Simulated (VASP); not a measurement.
# Ga (Cmcm) in VASP: further runs

Runs on Ga. Level: LDA. Tasks: electric field gradients.

All numbers are computed with VASP 6.6.1; they aren't measurements. Logs are shortened: lines on timing, memory, paths and dates and some standing lists are left out, and cuts for length are marked.

### 1 The cell of the first run

Symmetry: Cmcm, No. 63, orthorhombic system. The conventional cell has a = 2.890 Å, b = 8.103 Å, c = 3.159 Å, α = 90.00°, β = 90.00°, γ = 90.00°. Ga (site symmetry m2m) has 10 Ga at 2.67 to 3.16 Å within 3.5 Å.

### 2 Electric field gradients, LDA (18.50 Å³/atom)

INCAR

```
ALGO = Normal
EDIFF = 1E-8
ENCUT = 520
GGA = CA
ISIF = 2
ISMEAR = -1
LASPH = T
LCHARG = F
LEFG = T
LREAL = F
LWAVE = F
NBANDS = 20
NELM = 100
PREC = Accurate
SIGMA = 0.08
```

KPOINTS

```
k-points
0
Gamma
  12 12 10
```

POSCAR

```
Ga
1.0
    1.4451504654     -4.0514045807      0.0000000000
    1.4451504654      4.0514045807      0.0000000000
    0.0000000000      0.0000000000      3.1593979141
Ga
2
Direct
    0.8670000000      0.1330000000      0.2500000000
    0.1330000000      0.8670000000      0.7500000000
```

Potentials or basis: VASP PAW LDA potentials, release 64 (Ga_d).

Command:

```sh
cat potpaw_LDA.64/Ga_d/POTCAR > POTCAR
mpirun -np 1 vasp_std > vasp.out
```

OUTCAR:

```text
EDIFF = 1E-8
   ENCUT = 520
   GGA = CA
   ISIF = 2
   ISMEAR = -1
   LASPH = T
   LREAL = F
   NELM = 100
   PREC = Accurate

 ion  position               nearest neighbor table
   1  0.867  0.133  0.250-   2 2.67   2 2.67   2 2.86   2 2.86   2 2.86   2 2.86
   2  0.133  0.867  0.750-   1 2.67   1 2.67   1 2.86   1 2.86   1 2.86   1 2.86

  LATTYP: Found a base centered orthorhombic cell.
 ALAT       =     2.8903009308
 B/A-ratio  =     2.8034482759
 C/A-ratio  =     1.0931034483

  Lattice vectors:

 A1 = (   1.4451504654,  -4.0514045807,   0.0000000000)
 A2 = (   1.4451504654,   4.0514045807,   0.0000000000)
 A3 = (   0.0000000000,   0.0000000000,   3.1593979141)

Analysis of symmetry for initial positions (statically):
=====================================================================
 Subroutine PRICEL returns:
 Original cell was already a primitive cell.

 Routine SETGRP: Setting up the symmetry group for a
 base centered orthorhombic supercell.

 Subroutine GETGRP returns: Found  8 space group operations
 (whereof  4 operations were pure point group operations)
 out of a pool of  8 trial point group operations.

The static configuration has the point symmetry C_2h.
 The point group associated with its full space group is D_2h.

Analysis of symmetry for dynamics (positions and initial velocities):
=====================================================================
 Subroutine PRICEL returns:
 Original cell was already a primitive cell.

 Routine SETGRP: Setting up the symmetry group for a
 base centered orthorhombic supercell.

 Subroutine GETGRP returns: Found  8 space group operations
 (whereof  4 operations were pure point group operations)
 out of a pool of  8 trial point group operations.

The dynamic configuration has the point symmetry C_2h.
 The point group associated with its full space group is D_2h.

 Subroutine INISYM returns: Found  8 space group operations
 (whereof  4 operations are pure point group operations),
 and found     1 'primitive' translations

----------------------------------------------------------------------------------------

                                     Primitive cell

[... 121 lines left out ...]
 non-spin polarized calculation
  energy-cutoff  :      520.00
  volume of cell :       37.00
 maximum number of plane-waves:      1020
   NGX = 15   NGY = 15   NGZ = 11

 number of electron      25.9999997 magnetization

 Free energy of the ion-electron system (eV)
  ---------------------------------------------------
  ext. energy  EPLUGINS =         0.00000000
  ---------------------------------------------------
  free energy    TOTEN  =        -7.11710162 eV

  energy without entropy =       -7.10017372  energy(sigma->0) =       -7.10863767

 E-fermi :   5.4992     XC(G=0): -11.3828

 val. band max:        5.4901511841   @ k =   0.1667  -0.0000   0.1000
 cond. band min:       5.5181208957   @ k =   0.3333   0.2500   0.4000
 fundamental gap:      0.0279697117
 Fermi energy:         5.4992174345

 k-point     1 :       0.0000    0.0000    0.0000
  band No.  band energies     occupation
      1      -9.8021      2.00000
      2      -9.7782      2.00000
      3      -9.7065      2.00000
      4      -9.6916      2.00000
      5      -9.4966      2.00000
      6      -9.4801      2.00000
[... 541 lines left out ...]
     19      16.2393      0.00000
     20      18.2353      0.00000

 [... further k-points ...]

------------------------ aborting loop because EDIFF is reached ----------------------------------------

  FORCE on cell =-STRESS in cart. coord.  units (eV):
  Direction    XX          YY          ZZ          XY          YZ          ZX
  --------------------------------------------------------------------------------------
  -------------------------------------------------------------------------------------
  Total       -1.2539769     -0.5675559     -0.4578307      0.0000000     -0.0000000      0.0000000
  in kB      -54.3059140    -24.5791127    -19.8272483      0.0000000     -0.0000000      0.0000000
  external PRESSURE =     -32.9040917 kB  Pullay stress =       0.0000000 kB

 VOLUME and BASIS-vectors are now :
 -----------------------------------------------------------------------------
  energy-cutoff  :      520.00
  volume of cell :       37.00
      direct lattice vectors                 reciprocal lattice vectors
     1.445150465 -4.051404581  0.000000000     0.345984734 -0.123413989  0.000000000
     1.445150465  4.051404581  0.000000000     0.345984734  0.123413989  0.000000000
     0.000000000  0.000000000  3.159397914     0.000000000  0.000000000  0.316516003

 POSITION                                       TOTAL-FORCE (eV/Angst)
 -----------------------------------------------------------------------------------
      1.44515     -2.97373      0.78985         0.000000      0.186032     -0.000000
      1.44515      2.97373      2.36955         0.000000     -0.186032      0.000000
 -----------------------------------------------------------------------------------
    total drift:                                0.000000      0.000000     -0.000000

  FREE ENERGIE OF THE ION-ELECTRON SYSTEM (eV)
  ---------------------------------------------------
  free  energy   TOTEN  =        -7.1171016197 eV

  energy  without entropy=       -7.1001737164  energy(sigma->0) =       -7.10863767

 Electric field gradients (V/A^2)
---------------------------------------------------------------------
 ion       V_xx      V_yy      V_zz      V_xy      V_xz      V_yz
---------------------------------------------------------------------
   1      10.623   -27.826    17.203    -0.000     0.000    -0.000
   2      10.623   -27.826    17.203     0.000     0.000    -0.000
---------------------------------------------------------------------

 Electric field gradients after diagonalization (V/A^2)
 (convention: |V_zz| > |V_xx| > |V_yy|)
----------------------------------------------------------------------
 ion       V_xx      V_yy      V_zz     asymmetry (V_yy - V_xx)/ V_zz
----------------------------------------------------------------------
   1      17.203    10.623   -27.826       0.236
   2      17.203    10.623   -27.826       0.236
----------------------------------------------------------------------

           NMR quadrupolar parameters

 Cq : quadrupolar parameter    Cq=e*Q*V_zz/h
 eta: asymmetry parameters     (V_yy - V_xx)/ V_zz
 Q  : nuclear electric quadrupole moment in mb (millibarn)
----------------------------------------------------------------------
 ion       Cq(MHz)       eta       Q (mb)
----------------------------------------------------------------------
   1      -0.067       0.236       1.000
   2      -0.067       0.236       1.000
----------------------------------------------------------------------
```

OSZICAR:

```text
N       E                     dE             d eps       ncg     rms          rms(c)
DAV:   1     0.130766106582E+03    0.13077E+03   -0.13318E+04 10800   0.247E+03
DAV:   2     0.422967502509E+01   -0.12654E+03   -0.12344E+03 10716   0.382E+02
DAV:   3    -0.702176324945E+01   -0.11251E+02   -0.11196E+02 11708   0.947E+01
DAV:   4    -0.719245297812E+01   -0.17069E+00   -0.17060E+00 11736   0.129E+01
DAV:   5    -0.719534120211E+01   -0.28882E-02   -0.28881E-02 11840   0.164E+00    0.142E+00
DAV:   6    -0.713336312007E+01    0.61978E-01   -0.10376E-01 14064   0.529E+00    0.701E-01
DAV:   7    -0.711870746043E+01    0.14656E-01   -0.17866E-02 14752   0.176E+00    0.192E-01
DAV:   8    -0.711709515836E+01    0.16123E-02   -0.24694E-03 11516   0.684E-01    0.166E-02
DAV:   9    -0.711710206662E+01   -0.69083E-05   -0.86546E-05 11960   0.986E-02    0.593E-03
DAV:  10    -0.711710163939E+01    0.42723E-06   -0.57134E-06 12004   0.301E-02    0.132E-03
DAV:  11    -0.711710162595E+01    0.13439E-07   -0.41864E-07 12236   0.792E-03    0.488E-04
DAV:  12    -0.711710161974E+01    0.62064E-08   -0.52593E-08 11816   0.305E-03
   1 F= -.71171016E+01 E0= -.71086377E+01  d E =-.169279E-01
```

stdout:

```text
POSCAR found type information on POSCAR Ga
 POSCAR found :  1 types and       2 ions
 scaLAPACK will be used
 LDA part: xc-table for (Slater(with rela. corr.)+CA(PZ))
 , standard interpolation
 POSCAR, INCAR and KPOINTS ok, starting setup
 FFT: planning ... GRIDC
 FFT: planning ... GRID_SOFT
 FFT: planning ... GRID
 WAVECAR not read
 entering main loop
ion   1

ion   2
```

Run time: 100 s. Hardware: 1 thread of AMD EPYC 9R45 (Zen 5), shared host; peak memory 0.23 GiB.

Results:

| Property | Result |
| --- | --- |
| Free energy | -7.1171 eV |
| Pressure | -3.3 GPa |
| Largest force | 0.186 eV/Å |
| Band gap on the k mesh | zero (bands 13 and 14 overlap by 9.37 eV) |
| Largest electric field gradient by atom | Ga -27.8 V/Å² |

Forces on the atoms (eV/Å):
```
Ga   0.000  0.186  0.000
Ga   0.000 -0.186  0.000
```

Stress tensor (GPa, compression positive):
```
-5.43  0.00  0.00
 0.00 -2.46  0.00
 0.00  0.00 -1.98
```

Electric field gradients, principal values (V/Å²):
| atom | least | middle | greatest (by size) |
| --- | --- | --- | --- |
| 1 Ga | 10.623 | 17.203 | -27.826 |
| 2 Ga | 10.623 | 17.203 | -27.826 |

Caveat: the cell stands under tension; without QUAD_EFG the Cq values of the log hold for a quadrupole moment of 1 mb, not for the nuclei.

### 3 Electric field gradients, LDA (18.50 Å³/atom)

INCAR

```
SYSTEM = Ga
PREC = Accurate
ENCUT = 520
EDIFF = 1E-8
ISMEAR = -1
SIGMA = 0.08
LREAL = .False.
LASPH = .True.
NELM = 80
ALGO = Normal
ISIF = 2
LWAVE = .False.
LCHARG = .False.
GGA = CA
LEFG = .True.
NBANDS = 20
```

KPOINTS

```
Automatic mesh
0
Gamma
  12 12 10
  0 0 0
```

POSCAR is that of step 2.

Potentials or basis: VASP PAW LDA potentials, release 64 (Ga_d).

Command:

```sh
cat potpaw_LDA.64/Ga_d/POTCAR > POTCAR
mpirun -np 1 vasp_std > vasp.out
```

OUTCAR:

```text
SYSTEM = Ga
   PREC = Accurate
   ENCUT = 520
   EDIFF = 1E-8
   ISMEAR = -1
   LREAL = .False.
   LASPH = .True.
   NELM = 80
   ISIF = 2
   GGA = CA

 ion  position               nearest neighbor table
   1  0.867  0.133  0.250-   2 2.67   2 2.67   2 2.86   2 2.86   2 2.86   2 2.86
   2  0.133  0.867  0.750-   1 2.67   1 2.67   1 2.86   1 2.86   1 2.86   1 2.86

  LATTYP: Found a base centered orthorhombic cell.
 ALAT       =     2.8903009308
 B/A-ratio  =     2.8034482759
 C/A-ratio  =     1.0931034483

  Lattice vectors:

 A1 = (   1.4451504654,  -4.0514045807,   0.0000000000)
[... 767 lines left out ...]
  free  energy   TOTEN  =        -7.1171016197 eV

  energy  without entropy=       -7.1001737164  energy(sigma->0) =       -7.10863767

 Electric field gradients (V/A^2)
---------------------------------------------------------------------
 ion       V_xx      V_yy      V_zz      V_xy      V_xz      V_yz
---------------------------------------------------------------------
   1      10.623   -27.826    17.203    -0.000     0.000    -0.000
   2      10.623   -27.826    17.203     0.000     0.000    -0.000
---------------------------------------------------------------------

 Electric field gradients after diagonalization (V/A^2)
 (convention: |V_zz| > |V_xx| > |V_yy|)
----------------------------------------------------------------------
 ion       V_xx      V_yy      V_zz     asymmetry (V_yy - V_xx)/ V_zz
----------------------------------------------------------------------
   1      17.203    10.623   -27.826       0.236
   2      17.203    10.623   -27.826       0.236
----------------------------------------------------------------------

           NMR quadrupolar parameters

 Cq : quadrupolar parameter    Cq=e*Q*V_zz/h
 eta: asymmetry parameters     (V_yy - V_xx)/ V_zz
 Q  : nuclear electric quadrupole moment in mb (millibarn)
----------------------------------------------------------------------
 ion       Cq(MHz)       eta       Q (mb)
----------------------------------------------------------------------
   1      -0.067       0.236       1.000
   2      -0.067       0.236       1.000
----------------------------------------------------------------------
```

OSZICAR:

```text
N       E                     dE             d eps       ncg     rms          rms(c)
DAV:   1     0.130766106582E+03    0.13077E+03   -0.13318E+04 10800   0.247E+03
DAV:   2     0.422967502509E+01   -0.12654E+03   -0.12344E+03 10716   0.382E+02
DAV:   3    -0.702176324945E+01   -0.11251E+02   -0.11196E+02 11708   0.947E+01
DAV:   4    -0.719245297812E+01   -0.17069E+00   -0.17060E+00 11736   0.129E+01
DAV:   5    -0.719534120211E+01   -0.28882E-02   -0.28881E-02 11840   0.164E+00    0.142E+00
DAV:   6    -0.713336312007E+01    0.61978E-01   -0.10376E-01 14064   0.529E+00    0.701E-01
DAV:   7    -0.711870746043E+01    0.14656E-01   -0.17866E-02 14752   0.176E+00    0.192E-01
DAV:   8    -0.711709515836E+01    0.16123E-02   -0.24694E-03 11516   0.684E-01    0.166E-02
DAV:   9    -0.711710206662E+01   -0.69083E-05   -0.86546E-05 11960   0.986E-02    0.593E-03
DAV:  10    -0.711710163939E+01    0.42723E-06   -0.57134E-06 12004   0.301E-02    0.132E-03
DAV:  11    -0.711710162595E+01    0.13439E-07   -0.41864E-07 12236   0.792E-03    0.488E-04
DAV:  12    -0.711710161974E+01    0.62064E-08   -0.52593E-08 11816   0.305E-03
   1 F= -.71171016E+01 E0= -.71086377E+01  d E =-.169279E-01
```

It took 95 s on 1 thread of AMD EPYC 9R45 (Zen 5), shared host; peak memory 0.23 GiB.

Results:

| Quantity | Value |
| --- | --- |
| Free energy | -7.1171 eV |
| Pressure | -3.3 GPa |
| Largest force | 0.186 eV/Å |
| Band gap on the k mesh | zero (bands 13 and 14 overlap by 9.37 eV) |
| Largest electric field gradient by atom | Ga -27.8 V/Å² |

Forces on the atoms (eV/Å):
```
Ga   0.000  0.186  0.000
Ga   0.000 -0.186  0.000
```

Electric field gradients, principal values (V/Å²):
```
atom   least  middle  greatest (by size)
1 Ga  10.623  17.203             -27.826
2 Ga  10.623  17.203             -27.826
```

Caveat: the cell stands under tension; without QUAD_EFG the Cq values of the log hold for a quadrupole moment of 1 mb, not for the nuclei.

(Part 1 of 3 ends here.)

The gap in the log of VASP goes by the Fermi energy; the results here count the filled bands.